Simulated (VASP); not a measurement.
Runs of VASP 6.6.1 on MgS. The structure is that of space group Fm-3m (No. 225), or close to it. The cells are those of the table. 

```tsv
task	cell	cutoff (eV)	ions in elastic constants	gap on the mesh (eV)	pressure (GPa)
single point	a = 3.678 Å, angles 60.0°, 2 atoms	520	-	(c)	-1.1
single point	a = 3.640 Å, angles 60.0°, 2 atoms	520	-	(a)	1.4
single point	a = 3.689 Å, angles 60.0°, 2 atoms	520	-	2.69	-1.7
single point	a = 3.692 Å, angles 60.0°, 2 atoms	520	-	(b)	-1.9
```

Alike in all rows: level PBEsol; potentials or basis VASP PAW PBE potentials, release 64 (Mg, S); no spin polarisation; k mesh 10 × 10 × 10; smearing gaussian 0.05 eV.

Q: Fill in the values left out.

A: (a) 2.77; (b) 2.68; (c) 2.71.

Caveats: the PAW data sets were made with another functional, which shifts forces and pressure a little.

A k mesh can miss the band edges.
